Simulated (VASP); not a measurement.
Set up this calculation in VASP 6.6.1, as the native input.

| Item | Value |
| --- | --- |
| Task | single point |
| Functional | r2SCAN |
| Potentials or basis | VASP PAW PBE potentials, release 64 (Li_sv, F) |
| Cutoff | 520 eV |
| k mesh | 10 × 10 × 10 |
| Occupations | gaussian, width 0.05 eV |
| Spin | no spin polarisation |
| Dipole correction | no |
| Further INCAR settings | ALGO = Normal; EDIFF = 1e-07; NBANDS = 12 |

Crystal: LiF.

```
Li F
1.0
     2.45715    0.00000    0.00000
     0.00000    2.45715    0.00000
     0.00000    0.00000    2.45715
Li F
1 1
Direct
  0.00000 0.00000 0.00000
  0.50000 0.50000 0.50000
```

This cell differs from its parent crystal: strain -0.040 along x and y, -0.040 along z.

The input as run:

POSCAR

```
LiF
1.0
    2.4571516800      0.0000000000      0.0000000000
    0.0000000000      2.4571516800      0.0000000000
    0.0000000000      0.0000000000      2.4571516800
Li F
1 1
Direct
    0.0000000000      0.0000000000      0.0000000000
    0.5000000000      0.5000000000      0.5000000000
```

INCAR.step1

```
PREC = Accurate ; ENCUT = 520
ISMEAR = 0 ; SIGMA = 0.05
LREAL = F ; LASPH = T
NELM = 80 ; NBANDS = 12
GGA = PE ; ALGO = Normal
EDIFF = 1E-4 ; LWAVE = T
LCHARG = F
```

INCAR.step2

```
PREC = Accurate ; ENCUT = 520
EDIFF = 1E-7 ; ISMEAR = 0
SIGMA = 0.05 ; LREAL = F
LASPH = T ; NELM = 80
ALGO = Normal ; ISIF = 2
LWAVE = F ; LCHARG = F
METAGGA = R2SCAN ; LMIXTAU = T
NBANDS = 12 ; ISTART = 1
```

KPOINTS

```
regular mesh
0
Gamma
  10 10 10
```

Potentials or basis: VASP PAW PBE potentials, release 64 (Li_sv, F).

Command:

```bash
$ cat potpaw_PBE.64/Li_sv/POTCAR potpaw_PBE.64/F/POTCAR > POTCAR
$ cp INCAR.step1 INCAR
$ mpirun -np 1 vasp_std > vasp.out
$ cp INCAR.step2 INCAR
$ mpirun -np 1 vasp_std > vasp.out
```

Results of the run:

```
Band gap on the k mesh : 9.86 eV, indirect (least direct gap 10.68 eV)
```

Caveat: the cell differs from its parent crystal (strain -0.040 along x and y, -0.040 along z).

Wall time 51 s on 1 thread of Intel Xeon 8259CL, with other jobs on the host, peak memory 0.12 GiB.
